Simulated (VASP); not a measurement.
MgAl2Cl2:

```
Al Cl Mg
1.0
     4.02078    0.00000    0.00000
    -2.01039    3.48210    0.00000
     0.00000    0.00000    6.92594
Al Cl Mg
2 2 1
Direct
  0.33333 0.66667 0.37730
  0.66667 0.33333 0.62270
  0.33333 0.66667 0.73460
  0.66667 0.33333 0.26540
  0.00000 0.00000 0.00000
```

* Program: VASP 6.6.1
* Task: relaxation of cell and atoms
* Functional: PBE
* Potentials or basis: VASP PAW PBE potentials, release 64 (Al, Cl, Mg)
* Cutoff: 600 eV
* k mesh: 5 × 5 × 3
* Occupations: fermi-dirac, width 0.0429 eV
* Spin: no spin polarisation

At the start: pressure 18.6 GPa; volume 19.39 Å³/atom.

Q: How do energy, volume and symmetry change on relaxing?

A: Over 24 steps the energy falls by 1367.7 meV/atom and the volume is 25.31 Å³/atom (+30.5 %); space group P-3m1 (No. 164, to 0.05 Å).

Step by step:
```tsv
step	energy change (eV)	largest force (eV/Å)	pressure (GPa)	volume (Å³)
1	0.0000	3.4122	18.60	96.97
2	-2.8309	1.5803	2.11	132.10
3	-3.0681	0.8336	-1.16	151.09
4	-3.0676	0.8740	-1.01	149.85
5	-3.2631	0.9251	-1.44	147.02
6	-3.8869	0.8045	-2.16	138.23
7	-5.1891	1.5584	-2.16	119.58
8	0.3999	9.1210	61.00	80.53
9	-6.0317	1.1491	-0.59	113.72
10	-5.8349	1.9392	14.71	97.12
11	-6.4146	0.4151	3.19	107.07
12	-6.4211	0.1875	5.38	104.47
13	-6.5373	0.4588	5.47	106.57
14	-6.5849	0.7839	5.97	109.08
15	-6.7793	0.2322	2.34	116.30
16	-6.8221	0.2197	-0.38	123.58
17	-6.8238	0.1630	0.01	122.41
18	-6.8238	0.1543	0.10	122.13
19	-6.8262	0.1358	0.09	122.48
20	-6.8319	0.0981	0.06	123.52
21	-6.8368	0.0412	0.02	125.61
22	-6.8368	0.0422	0.02	125.76
23	-6.8377	0.0263	0.00	126.01
24	-6.8384	0.0090	-0.04	126.57
```

Final structure:
```xyz
5
Lattice="3.5621 0.0001 -0.0001 -1.7810 3.0849 0.0001 -0.0004 0.0002 11.5178" Properties=species:S:1:pos:R:3 pbc="T T T"
Al   -0.0001    2.0568    4.8949
Al    1.7809    1.0285    6.6229
Cl   -0.0002    2.0568   10.1105
Cl    1.7810    1.0284    1.4073
Mg    0.0000    0.0000    0.0000
```

Caveat: the k points lie up to 0.41 Å⁻¹ apart in the final cell; the volume moved by over 15 % at a fixed basis, so the end points are rough.
